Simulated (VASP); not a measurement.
Wanted: the native input for a VASP 6.6.1 run.

| Quantity | Value |
| --- | --- |
| Task | single point |
| Functional | PBE |
| Potentials or basis | VASP PAW PBE potentials, release 64 (Al, As) |
| Cutoff | 520 eV |
| k mesh | 1 × 1 × 1 |
| Occupations | gaussian, width 0.01 eV |
| Spin | no spin polarisation |
| Dipole correction | no |
| Further INCAR settings | LREAL = Auto; ALGO = Normal; EDIFF = 1e-06; NBANDS = 141 |

The structure of AlAs lies in POSCAR:

```
AlAs
1.0
   -8.5918684815      0.0000000000      8.5918684815
   -8.5918684815     -8.5918684815      0.0000000000
    0.0000000000     -8.5918684815      8.5918684815
Al As
27 27
Direct
    0.0000000000      0.0000000000      0.3333333333
    0.0000000000      0.6666666667      0.3333333333
    0.0000000000      0.3333333333      0.3333333333
    0.0000000000      0.0000000000      0.6666666667
    0.0000000000      0.6666666667      0.6666666667
    0.0000000000      0.3333333333      0.6666666667
    0.0000000000      1.0000000000      0.0000000000
    0.0000000000      0.6666666667      0.0000000000
    0.0000000000      0.3333333333      0.0000000000
    0.3333333333      0.0000000000      0.3333333333
    0.3333333333      0.6666666667      0.3333333333
    0.3333333333      0.3333333333      0.3333333333
    0.3333333333      1.0000000000      0.6666666667
    0.3333333333      0.6666666667      0.6666666667
    0.3333333333      0.3333333333      0.6666666667
    0.3333333333      0.0000000000      0.0000000000
    0.3333333333      0.6666666667      0.0000000000
    0.3333333333      0.3333333333      0.0000000000
    0.6666666667      1.0000000000      0.3333333333
    0.6666666667      0.6666666667      0.3333333333
    0.6666666667      0.3333333333      0.3333333333
    0.6666666667      0.0000000000      0.6666666667
    0.6666666667      0.6666666667      0.6666666667
    0.6666666667      0.3333333333      0.6666666667
    0.6666666667      0.0000000000      0.0000000000
    0.6666666667      0.6666666667      0.0000000000
    0.6666666667      0.3333333333      0.0000000000
    0.2500000000      0.9166666667      0.2500000000
    0.2500000000      0.5833333333      0.2500000000
    0.2500000000      0.2500000000      0.2500000000
    0.2500000000      0.9166666667      0.5833333333
    0.2500000000      0.5833333333      0.5833333333
    0.2500000000      0.2500000000      0.5833333333
    0.2500000000      0.9166666667      0.9166666667
    0.2500000000      0.5833333333      0.9166666667
    0.2500000000      0.2500000000      0.9166666667
    0.5833333333      0.9166666667      0.2500000000
    0.5833333333      0.5833333333      0.2500000000
    0.5833333333      0.2500000000      0.2500000000
    0.5833333333      0.9166666667      0.5833333333
    0.5833333333      0.5833333333      0.5833333333
    0.5833333333      0.2500000000      0.5833333333
    0.5833333333      0.9166666667      0.9166666667
    0.5833333333      0.5833333333      0.9166666667
    0.5833333333      0.2500000000      0.9166666667
    0.9166666667      0.9166666667      0.2500000000
    0.9166666667      0.5833333333      0.2500000000
    0.9166666667      0.2500000000      0.2500000000
    0.9166666667      0.9166666667      0.5833333333
    0.9166666667      0.5833333333      0.5833333333
    0.9166666667      0.2500000000      0.5833333333
    0.9166666667      0.9166666667      0.9166666667
    0.9166666667      0.5833333333      0.9166666667
    0.9166666667      0.2500000000      0.9166666667
```

These files were run (other wordings do the same):

INCAR

```
ALGO = Normal ; EDIFF = 1E-6
ENCUT = 520 ; GGA = PE
ISIF = 2 ; ISMEAR = 0
LASPH = True ; LCHARG = True
LELF = True ; LREAL = Auto
LVHAR = True ; LWAVE = False
NBANDS = 141 ; NELM = 80
PREC = Accurate ; SIGMA = 0.01
```

KPOINTS

```
k-points
0
Gamma
  1 1 1
```

Potentials or basis: VASP PAW PBE potentials, release 64 (Al, As).

Run with:

```bash
$ cat potpaw_PBE.64/Al/POTCAR potpaw_PBE.64/As/POTCAR > POTCAR
$ mpirun -np 1 vasp_gam > vasp.out
```

It gave:

```yaml
Pressure: 1.2 GPa
Band_gap_on_the_k_mesh: 1.76 eV
```

Caveat: the k points lie up to 0.63 Å⁻¹ apart.

It took 3.7 min on 1 thread of Intel(R) Xeon(R) Platinum 8481C CPU @ 2.70GHz (Sapphire Rapids), with other jobs on the host, peak memory 1.2 GiB.
